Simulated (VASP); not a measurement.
The system is Ga6GeTe.

```
Ga Ge Te
1.0
     2.96000    1.70896    5.19000
    -2.96000    1.70896    5.19000
     0.00000   -3.41791    5.19000
Ga Ge Te
6 1 1
Direct
  0.08300 0.75000 0.41600
  0.75000 0.41600 0.08300
  0.41600 0.08300 0.75000
  0.25000 0.58400 0.91700
  0.58400 0.91700 0.25000
  0.91700 0.25000 0.58400
  0.00000 0.00000 0.00000
  0.50000 0.50000 0.50000
```

```yaml
Program: VASP 6.6.1
Task: relaxation of cell and atoms
Functional: PBE
Potentials_or_basis: VASP PAW PBE potentials, release 64 (Ga_d, Ge_d, Te)
Cutoff: 600 eV
k_mesh: 4 × 4 × 4
Occupations: gaussian, width 0.2 eV
Spin: no spin polarisation
```

At the start: pressure 25.9 GPa; volume 19.69 Å³/atom.

Problem. How do energy, volume and symmetry change on relaxing?

Solution. Over 17 steps the energy falls by 952.9 meV/atom and the volume is 21.88 Å³/atom (+11.1 %); space group R-3 (No. 148, to 0.1 Å) before and after.

The path:
```tsv
step	energy change (eV)	largest force (eV/Å)	pressure (GPa)	volume (Å³)
1	0.0000	3.8545	25.91	157.52
2	-5.3796	0.5208	-1.95	241.73
3	-5.4269	0.7280	-0.95	227.02
4	-5.4313	0.6858	-3.13	229.74
5	-5.6727	0.8848	0.14	212.02
6	-5.7637	1.0191	1.02	202.46
7	-5.8196	1.3323	3.42	184.19
8	-6.0596	1.3030	1.22	180.57
9	-6.6830	1.1439	3.95	169.85
10	-6.9704	0.1998	9.22	149.00
11	-7.0870	0.7646	6.54	157.18
12	-7.5198	0.3781	1.84	168.64
13	-7.6003	0.1439	-0.77	177.70
14	-7.6006	0.1635	-0.47	176.86
15	-7.6006	0.1532	-0.53	177.27
16	-7.6107	0.1135	-0.47	176.51
17	-7.6231	0.0435	-0.23	175.01
```

Final structure:
```
CELL_PARAMETERS angstrom
3.30170 1.90624 4.63447
-3.30170 1.90624 4.63447
0.00000 -3.81247 4.63447
ATOMIC_POSITIONS crystal
Ga 0.97587 0.77076 0.49090
Ga 0.77076 0.49090 0.97587
Ga 0.49090 0.97587 0.77076
Ga 0.22924 0.50910 0.02413
Ga 0.50910 0.02413 0.22924
Ga 0.02413 0.22924 0.50910
Ge 0.00000 0.00000 0.00000
Te 0.50000 0.50000 0.50000
```

Caveat: the relaxation stopped at a loose force limit of 0.08 eV/Å, so its end isn't a converged minimum.
